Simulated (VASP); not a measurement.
# CdS (I4/mmm) in VASP: notebook

CdS is run at these levels: PBE; tasks: single point.

All numbers are computed with VASP 6.6.1; they aren't measurements. Logs are shortened: lines on timing, memory, paths and dates and some standing lists are left out, and cuts for length are marked.

## (1) The cell of the first run

It takes space group I4/mmm (No. 139, tetragonal). The conventional cell has a = 3.991 Å, b = 3.991 Å, c = 5.506 Å, α = 90.00°, β = 90.00°, γ = 90.00°. Within 3.6 Å of Cd (site symmetry 4/mmm) lie 6 S at 2.75 to 2.82 Å. Within 3.6 Å of S (site symmetry 4/mmm) lie 6 Cd at 2.75 to 2.82 Å.

## (2) Single point, PBE (strain +0.025 along x and y, +0.000 along z)

Input file INCAR:

```
  ALGO = Normal
  EDIFF = 1E-6
  ENCUT = 520
  GGA = PE
  ISIF = 2
  ISMEAR = 0
  LASPH = True
  LCHARG = False
  LREAL = False
  LWAVE = False
  NBANDS = 16
  NELM = 80
  PREC = Accurate
  SIGMA = 0.03
```

Input file KPOINTS:

```
k-points
0
Gamma
  10 10 10
```

Input file POSCAR:

```
CdS
1.0
    0.0000000000      2.8220751000      2.7532440000
    2.8220751000      0.0000000000      2.7532440000
    2.8220751000      2.8220751000      0.0000000000
Cd S
1 1
Direct
    0.0000000000      0.0000000000      0.0000000000
    0.5000000000      0.5000000000      0.5000000000
```

Potentials or basis: VASP PAW PBE potentials, release 64 (Cd, S).

On the command line:

```sh
$ cat potpaw_PBE.64/Cd/POTCAR potpaw_PBE.64/S/POTCAR > POTCAR
$ mpirun -np 1 vasp_std > vasp.out
```

OUTCAR:

```text
EDIFF = 1E-6
   ENCUT = 520
   GGA = PE
   ISIF = 2
   ISMEAR = 0
   LASPH = True
   LREAL = False
   NELM = 80
   PREC = Accurate

 ion  position               nearest neighbor table
   1  0.000  0.000  0.000-   2 2.75   2 2.75   2 2.82   2 2.82   2 2.82   2 2.82
   2  0.500  0.500  0.500-   1 2.75   1 2.75   1 2.82   1 2.82   1 2.82   1 2.82

  LATTYP: Found a body centered tetragonal cell.
 ALAT       =     3.9910168805
 C/A-ratio  =     1.3797205487

  Lattice vectors:

 A1 = (   0.0000000000,  -2.8220751000,  -2.7532440000)
 A2 = (   0.0000000000,   2.8220751000,  -2.7532440000)
 A3 = (   2.8220751000,   0.0000000000,   2.7532440000)

Analysis of symmetry for initial positions (statically):
=====================================================================
 Subroutine PRICEL returns:
 Original cell was already a primitive cell.

 Routine SETGRP: Setting up the symmetry group for a
 body centered tetragonal supercell.

 Subroutine GETGRP returns: Found 16 space group operations
 (whereof 16 operations were pure point group operations)
 out of a pool of 16 trial point group operations.

The static configuration has the point symmetry D_4h.

Analysis of symmetry for dynamics (positions and initial velocities):
=====================================================================
 Subroutine PRICEL returns:
 Original cell was already a primitive cell.

 Routine SETGRP: Setting up the symmetry group for a
 body centered tetragonal supercell.

 Subroutine GETGRP returns: Found 16 space group operations
 (whereof 16 operations were pure point group operations)
 out of a pool of 16 trial point group operations.

The dynamic configuration has the point symmetry D_4h.

 Subroutine INISYM returns: Found 16 space group operations
 (whereof 16 operations are pure point group operations),
 and found     1 'primitive' translations

----------------------------------------------------------------------------------------

                                     Primitive cell

  volume of cell :      43.8543

  direct lattice vectors                    reciprocal lattice vectors
     0.000000000  2.822075100  2.753244000    -0.177174590  0.177174590  0.181603955
     2.822075100  0.000000000  2.753244000     0.177174590 -0.177174590  0.181603955
     2.822075100  2.822075100  0.000000000     0.177174590  0.177174590 -0.181603955

  length of vectors
     3.942646369  3.942646369  3.991016880     0.309453821  0.309453821  0.309453821
[... 75 lines left out ...]
   ISPIN  =      1    spin polarized calculation?
   LNONCOLLINEAR =      F non collinear calculations
   LSORBIT =      F    spin-orbit coupling
   LASPH  =      T    aspherical Exc in radial PAW
   ENCUT  =  520.0 eV  38.22 Ry    6.18 a.u.   7.33  7.33  7.42*2*pi/ulx,y,z
   NELM   =     80;   NELMIN=  2; NELMDL= -5     # of ELM steps
   EDIFF  = 0.1E-05   stopping-criterion for ELM
   LREAL  =      F    real-space projection
   EDIFFG = 0.1E-04   stopping-criterion for IOM
   NSW    =      0    number of steps for IOM
   IBRION =     -1    ionic relax: 0-MD 1-quasi-New 2-CG
   NFREE  =      0    steps in history (QN), initial steepest desc. (CG)
   ISIF   =      2    stress and relaxation
   ISYM   =      2    0-nonsym 1-usesym 2-fastsym
   POTIM  = 0.5000    time-step for ionic-motion
   TEBEG  =    0.0;   TEEND  =   0.0 temperature during run
   PSTRESS=    0.0 pullay stress
   NELECT =      18.0000    total number of electrons
   NUPDOWN=      -1.0000    fix difference up-down
   EMIN   =  10.00;   EMAX   =-10.00  energy-range for DOS
   EFERMI =   0.00;   METHOD = LEGACY
   ISMEAR =     0;   SIGMA  =   0.03  broadening in eV -4-tet -1-fermi 0-gaus
   EFERMI_NEDOS =   21; number of points for ismear=-14 and -15
   IALGO  =     38    algorithm
   IMIX   =      4    mixing-type and parameters
     AMIX     =   0.40;   BMIX     =  1.00
     AMIX_MAG =   1.60;   BMIX_MAG =  1.00
  volume/ion in A,a.u.               =      21.93       147.97
  Fermi-wavevector in a.u.,A,eV,Ry     =   1.216639  2.299114 20.139485  1.480210
  Thomas-Fermi vector in A             =   2.351986
   LORBIT       =      0    0 simple, 1 ext, 2 COOP (PROOUT), +10 PAW based schemes
   GGA     = PE    functional components
   LHFCALC =     F    Hartree Fock is set to
   AEXX    =    0.0000 exact exchange contribution
   IVDW    =     0    specifies the selected vdW correction
   LEPSILON=     F    determine dielectric tensor
   LRPA    =     F    only Hartree local field effects (RPA)
 non-spin polarized calculation
 Gauss-broadening in eV      SIGMA  =   0.03
  energy-cutoff  :      520.00
  volume of cell :       43.85
 maximum number of plane-waves:      1219
 NGX is ok and might be reduce to    30
   NGX = 15   NGY = 15   NGZ = 15

 number of electron      17.9999994 magnetization

 Free energy of the ion-electron system (eV)
  ---------------------------------------------------
  ext. energy  EPLUGINS =         0.00000000
  ---------------------------------------------------
  free energy    TOTEN  =        -5.85228324 eV

  energy without entropy =       -5.85228293  energy(sigma->0) =       -5.85228309

 E-fermi :   2.3762     XC(G=0): -10.0614

 val. band max:        2.3012438708   @ k =   0.5000  -0.0000   0.0000
 cond. band min:       2.4418118413   @ k =   0.5000   0.5000   0.0000
 fundamental gap:      0.1405679705
 Fermi energy:         2.3761601477

 k-point     1 :       0.0000    0.0000    0.0000
  band No.  band energies     occupation
      1     -10.0922      2.00000
      2      -5.2479      2.00000
      3      -5.2479      2.00000
      4      -5.2383      2.00000
      5      -5.2365      2.00000
      6      -5.2223      2.00000
[... 433 lines left out ...]
      3      -5.1971      2.00000
      4      -5.1368      2.00000
      5      -5.0658      2.00000
      6      -5.0265      2.00000
[... 8 lines left out ...]
     15      15.8503      0.00000
     16      17.2086      0.00000

 [... further k-points ...]
[... 5 lines left out ...]
  --------------------------------------------------------------------------------------
  -------------------------------------------------------------------------------------
  Total       -0.9753596     -0.9753596     -0.6414734      0.0000000     -0.0000000      0.0000000
  in kB      -35.6339127    -35.6339127    -23.4356711      0.0000000     -0.0000000      0.0000000
  external PRESSURE =     -31.5678322 kB  Pullay stress =       0.0000000 kB

 VOLUME and BASIS-vectors are now :
 -----------------------------------------------------------------------------
  energy-cutoff  :      520.00
  volume of cell :       43.85
      direct lattice vectors                 reciprocal lattice vectors
     0.000000000  2.822075100  2.753244000    -0.177174590  0.177174590  0.181603955
     2.822075100  0.000000000  2.753244000     0.177174590 -0.177174590  0.181603955
     2.822075100  2.822075100  0.000000000     0.177174590  0.177174590 -0.181603955

 POSITION                                       TOTAL-FORCE (eV/Angst)
 -----------------------------------------------------------------------------------
      0.00000      0.00000      0.00000         0.000000     -0.000000      0.000000
      2.82208      2.82208      2.75324        -0.000000      0.000000     -0.000000
 -----------------------------------------------------------------------------------
    total drift:                               -0.000000      0.000000      0.000000

  FREE ENERGIE OF THE ION-ELECTRON SYSTEM (eV)
  ---------------------------------------------------
  free  energy   TOTEN  =        -5.8522832376 eV

  energy  without entropy=       -5.8522829345  energy(sigma->0) =       -5.85228309
```

OSZICAR:

```text
N       E                     dE             d eps       ncg     rms          rms(c)
DAV:   1     0.103616622685E+03    0.10362E+03   -0.92966E+03  3456   0.105E+03
DAV:   2    -0.264830695608E+01   -0.10626E+03   -0.99448E+02  4000   0.252E+02
DAV:   3    -0.643674895601E+01   -0.37884E+01   -0.37812E+01  4120   0.490E+01
DAV:   4    -0.645519846774E+01   -0.18450E-01   -0.18448E-01  3992   0.337E+00
DAV:   5    -0.645538867030E+01   -0.19020E-03   -0.19020E-03  4208   0.332E-01    0.644E+00
DAV:   6    -0.587710372966E+01    0.57828E+00   -0.93467E-01  4304   0.111E+01    0.558E+00
DAV:   7    -0.585379132757E+01    0.23312E-01   -0.15328E-01  4128   0.281E+00    0.298E+00
DAV:   8    -0.585232160486E+01    0.14697E-02   -0.15543E-02  3832   0.149E+00    0.239E-01
DAV:   9    -0.585218990074E+01    0.13170E-03   -0.11712E-03  4240   0.444E-01    0.596E-02
DAV:  10    -0.585226031599E+01   -0.70415E-04   -0.18003E-04  3984   0.125E-01    0.635E-02
DAV:  11    -0.585228461749E+01   -0.24301E-04   -0.35288E-05  4032   0.536E-02    0.191E-02
DAV:  12    -0.585228319290E+01    0.14246E-05   -0.46654E-06  4272   0.213E-02    0.497E-03
DAV:  13    -0.585228323761E+01   -0.44709E-07   -0.45004E-07  2040   0.448E-03
   1 F= -.58522832E+01 E0= -.58522831E+01  d E =-.303092E-06
```

Run time: 69 s. Hardware: 1 thread of Intel Xeon Platinum 8259CL at 2.50GHz (Skylake/Cascade Lake), shared host; peak memory 0.21 GiB.

Results:

* Free energy: -5.8523 eV
* Pressure: -3.2 GPa
* Band gap on the k mesh: 0.14 eV, indirect (least direct gap 1.19 eV)

Stress tensor (GPa, compression positive):
```
-3.56  0.00  0.00
 0.00 -3.56  0.00
 0.00  0.00 -2.34
```

Caveat: the cell differs from its parent crystal (strain +0.025 along x and y, +0.000 along z).

## (3) Single point, PBE (strain +0.025 along x and y, +0.050 along z)

Input file INCAR:

```
SYSTEM = CdS
PREC     = Accurate       ! precision mode
ENCUT    = 520            ! plane-wave cutoff, eV
EDIFF    = 1E-6           ! SCF threshold, eV
ISMEAR   = 0              ! smearing method
SIGMA    = 0.03           ! smearing width, eV
LREAL    = .False.        ! projectors in reciprocal space
LASPH    = .True.         ! aspherical terms in the spheres
NELM     = 100            ! most SCF steps
ALGO     = Normal         ! electronic algorithm
ISIF     = 2              ! what is computed and relaxed
LWAVE    = .False.        ! write WAVECAR
LCHARG   = .False.        ! write CHGCAR
GGA      = PE             ! functional
NBANDS   = 16             ! bands
```

Input file KPOINTS:

```
Automatic mesh
0
Gamma
  10 10 10
  0 0 0
```

Input file POSCAR:

```
CdS
1.0
    0.0000000000      2.8220751000      2.8909062000
    2.8220751000      0.0000000000      2.8909062000
    2.8220751000      2.8220751000      0.0000000000
Cd S
1 1
Direct
    0.0000000000      0.0000000000      0.0000000000
    0.5000000000      0.5000000000      0.5000000000
```

Potentials or basis: VASP PAW PBE potentials, release 64 (Cd, S).

On the command line:

```sh
$ cat potpaw_PBE.64/Cd/POTCAR potpaw_PBE.64/S/POTCAR > POTCAR
$ mpirun -np 1 vasp_std > vasp.out
```

It took 66 s on 1 thread of Intel Xeon Platinum 8259CL at 2.50GHz (Skylake/Cascade Lake), shared host; peak memory 0.22 GiB.

The run converged. Its results:

| Property | Result |
| --- | --- |
| Free energy | -5.7923 eV |
| Pressure | -5.6 GPa |
| Band gap on the k mesh | 0.14 eV, indirect (least direct gap 0.87 eV) |

Stress tensor (GPa, compression positive):
```
-5.35  0.00  0.00
 0.00 -5.35  0.00
 0.00  0.00 -6.03
```

Levels at points of the mesh, in eV from the valence-band top:
| k point | band 5 | band 6 | band 7 | band 8 | band 9 | band 10 | band 11 | band 12 | band 13 | band 14 |
| --- | --- | --- | --- | --- | --- | --- | --- | --- | --- | --- |
| (0.00, 0.00, 0.00) | -7.49 | -7.49 | -0.63 | -0.63 | -0.50 | 0.37 | 9.04 | 9.17 | 9.17 | 10.23 |
| (0.50, 0.00, 0.00) | -7.35 | -7.35 | -4.36 | -0.11 | -0.02 | 3.52 | 5.80 | 5.81 | 5.99 | 11.72 |
| (0.50, 0.50, 0.00) | -7.31 | -6.85 | -3.54 | -1.72 | -1.72 | 0.23 | 6.21 | 8.87 | 10.44 | 10.44 |
| (0.50, 0.00, 0.50) | -7.30 | -6.80 | -3.57 | -1.88 | -1.67 | 0.14 | 6.10 | 9.11 | 10.03 | 10.54 |

Caveat: the cell differs from its parent crystal (strain +0.025 along x and y, +0.050 along z). A k mesh can miss the band edges.

## (4) Single point, PBE (strain +0.050 along x and y, +0.025 along z)

Input file INCAR:

```
ALGO = Normal ; EDIFF = 1E-6
ENCUT = 520 ; GGA = PE
ISIF = 2 ; ISMEAR = 0
LASPH = True ; LCHARG = False
LREAL = False ; LWAVE = False
NBANDS = 16 ; NELM = 80
PREC = Accurate ; SIGMA = 0.03
```

Input file KPOINTS:

```
k-points
0
Gamma
  10 10 10
```

Input file POSCAR:

```
CdS
1.0
    0.0000000000      2.8909062000      2.8220751000
    2.8909062000      0.0000000000      2.8220751000
    2.8909062000      2.8909062000      0.0000000000
Cd S
1 1
Direct
    0.0000000000      0.0000000000      0.0000000000
    0.5000000000      0.5000000000      0.5000000000
```

Potentials or basis: VASP PAW PBE potentials, release 64 (Cd, S).

On the command line:

```sh
$ cat potpaw_PBE.64/Cd/POTCAR potpaw_PBE.64/S/POTCAR > POTCAR
$ mpirun -np 1 vasp_std > vasp.out
```

OUTCAR:

```text
EDIFF = 1E-6
   ENCUT = 520
   GGA = PE
   ISIF = 2
   ISMEAR = 0
   LASPH = True
   LREAL = False
   NELM = 80
   PREC = Accurate

 ion  position               nearest neighbor table
   1  0.000  0.000  0.000-   2 2.82   2 2.82   2 2.89   2 2.89   2 2.89   2 2.89
   2  0.500  0.500  0.500-   1 2.82   1 2.82   1 2.89   1 2.89   1 2.89   1 2.89

  LATTYP: Found a body centered tetragonal cell.
 ALAT       =     4.0883587556
 C/A-ratio  =     1.3805418109

  Lattice vectors:

 A1 = (   0.0000000000,  -2.8909062000,  -2.8220751000)
 A2 = (   0.0000000000,   2.8909062000,  -2.8220751000)
 A3 = (   2.8909062000,   0.0000000000,   2.8220751000)

Analysis of symmetry for initial positions (statically):
=====================================================================
 Subroutine PRICEL returns:
 Original cell was already a primitive cell.

 Routine SETGRP: Setting up the symmetry group for a
 body centered tetragonal supercell.

 Subroutine GETGRP returns: Found 16 space group operations
 (whereof 16 operations were pure point group operations)
 out of a pool of 16 trial point group operations.
[... 157 lines left out ...]
  ext. energy  EPLUGINS =         0.00000000
  ---------------------------------------------------
  free energy    TOTEN  =        -5.74975861 eV

  energy without entropy =       -5.74975793  energy(sigma->0) =       -5.74975827

 E-fermi :   1.7407     XC(G=0):  -9.7130

 val. band max:        1.6651509493   @ k =  -0.2000   0.0000   0.2000
 cond. band min:       1.8008283807   @ k =   0.5000   0.5000   0.0000
 fundamental gap:      0.1356774314
 Fermi energy:         1.7407062767

 k-point     1 :       0.0000    0.0000    0.0000
  band No.  band energies     occupation
      1     -10.3005      2.00000
      2      -5.7901      2.00000
      3      -5.7901      2.00000
      4      -5.7807      2.00000
      5      -5.7800      2.00000
      6      -5.7716      2.00000
[... 433 lines left out ...]
      3      -5.7472      2.00000
      4      -5.6848      2.00000
      5      -5.6437      2.00000
      6      -5.5936      2.00000
[... 8 lines left out ...]
     15      14.9798      0.00000
     16      16.2025      0.00000

 [... further k-points ...]
[... 5 lines left out ...]
  --------------------------------------------------------------------------------------
  -------------------------------------------------------------------------------------
  Total       -1.9850262     -1.9850262     -1.8227747      0.0000000     -0.0000000      0.0000000
  in kB      -67.4233410    -67.4233410    -61.9123093      0.0000000     -0.0000000      0.0000000
  external PRESSURE =     -65.5863304 kB  Pullay stress =       0.0000000 kB

 VOLUME and BASIS-vectors are now :
 -----------------------------------------------------------------------------
  energy-cutoff  :      520.00
  volume of cell :       47.17
      direct lattice vectors                 reciprocal lattice vectors
     0.000000000  2.890906200  2.822075100    -0.172956148  0.172956148  0.177174590
     2.890906200  0.000000000  2.822075100     0.172956148 -0.172956148  0.177174590
     2.890906200  2.890906200  0.000000000     0.172956148  0.172956148 -0.177174590

 POSITION                                       TOTAL-FORCE (eV/Angst)
 -----------------------------------------------------------------------------------
      0.00000      0.00000      0.00000        -0.000000      0.000000     -0.000000
      2.89091      2.89091      2.82208         0.000000     -0.000000      0.000000
 -----------------------------------------------------------------------------------
    total drift:                               -0.000000      0.000000      0.000000

  FREE ENERGIE OF THE ION-ELECTRON SYSTEM (eV)
  ---------------------------------------------------
  free  energy   TOTEN  =        -5.7497586137 eV

  energy  without entropy=       -5.7497579302  energy(sigma->0) =       -5.74975827
```

It took 68 s on 1 thread of Intel Xeon Platinum 8259CL at 2.50GHz (Skylake/Cascade Lake), shared host; peak memory 0.22 GiB.

Results:

- Free energy: -5.7498 eV
- Pressure: -6.6 GPa
- Band gap on the k mesh: 0.14 eV, indirect (least direct gap 0.79 eV)

Stress tensor (GPa, compression positive):
```
-6.74  0.00  0.00
 0.00 -6.74  0.00
 0.00  0.00 -6.19
```

Caveat: the cell differs from its parent crystal (strain +0.050 along x and y, +0.025 along z). A k mesh can miss the band edges.

## (5) The runs side by side

```tsv
cell	gap on the mesh (eV)	pressure (GPa)
a = 3.943, b = 3.943, c = 3.991 Å, angles 59.6, 59.6, 60.8°, 2 atoms	0.14	-3.2
a = 4.040, b = 4.040, c = 3.991 Å, angles 60.4, 60.4, 59.2°, 2 atoms	0.14	-5.6
a = 4.040, b = 4.040, c = 4.088 Å, angles 59.6, 59.6, 60.8°, 2 atoms	0.14	-6.6
```

Alike in all rows: task single point; level PBE; potentials or basis VASP PAW PBE potentials, release 64 (Cd, S); no spin polarisation; k mesh 10 × 10 × 10; cutoff (eV) 520; smearing gaussian 0.03 eV.

Total energies depend on the potentials used, so only differences within one code and one set of settings carry meaning.
